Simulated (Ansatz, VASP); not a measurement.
Sb: VASP beside Ansatz

File INCAR:

```
SYSTEM = Sb
PREC = Accurate
ENCUT = 500
EDIFF = 1E-6
ISMEAR = 0
SIGMA = 0.15
LREAL = .False.
LASPH = .True.
NELM = 120
ALGO = Normal
ISIF = 2
LWAVE = .False.
LCHARG = .False.
GGA = PS
NBANDS = 22
GGA_COMPAT = .False.
```

Contents of KPOINTS:

```
Automatic mesh
0
Gamma
  12 12 12
  0 0 0
```

File POSCAR:

```
Sb
1.0
    2.1183413270      1.2230249354      3.8001600000
   -2.1183413270      1.2230249354      3.8001600000
    0.0000000000     -2.4460498707      3.8001600000
Sb
2
Direct
    0.2336400000      0.2336400000      0.2336400000
    0.7663600000      0.7663600000      0.7663600000
```

Input for Ansatz:

```yaml
crystal:
  lattice:
    - [2.118341327, 1.2230249354, 3.80016]
    - [-2.118341327, 1.2230249354, 3.80016]
    - [0.0, -2.4460498707, 3.80016]
  atoms:
    - { symbol: Sb, position: [0.23364, 0.23364, 0.23364] }
    - { symbol: Sb, position: [0.76636, 0.76636, 0.76636] }
basis:
  ecutwfc: 420
kpoints:
  mp_grid: { grid: [12, 12, 12] }
hamiltonian:
  xc: pbesol
scf:
  occupations: { method: gaussian, width: 0.15 }
output:
  forces: true
  stress: true
  eigenvalues: true
```

Change from the starting cell: strain -0.015 along x and y, +0.015 along z, atoms carried along.

Alike in both runs: task single point; functional PBEsol; k mesh 12 × 12 × 12; occupations gaussian, width 0.15 eV; no spin polarisation.

|  | VASP | Ansatz |
| --- | --- | --- |
| version | VASP 6.6.1 | Ansatz 0.2.0 |
| potentials or method | VASP PAW PBE potentials, release 64 (Sb_d_GW), cutoff 500 eV | scalar-relativistic, plane waves, PAW |
| valence electrons in the cell | 30 | 30 |

```csv
,VASP,Ansatz,Ansatz less VASP
gap on the k mesh at the Fermi level (eV),none,none,-
pressure (GPa),1.5,1.5,+0.08
"traceless stress, the component that is largest in VASP (GPa)",-1.12,-1.11,+0.008
rms of the force components (eV/Å),0.128,0.129,+0.0008
```

VASP's potentials were made for PBE, not for PBEsol. Atom by atom the forces differ by 0.001 eV/Å (rms over components). A gap of «none» marks a metal or a gap that the smearing closes.

Spin-orbit coupling is off throughout.
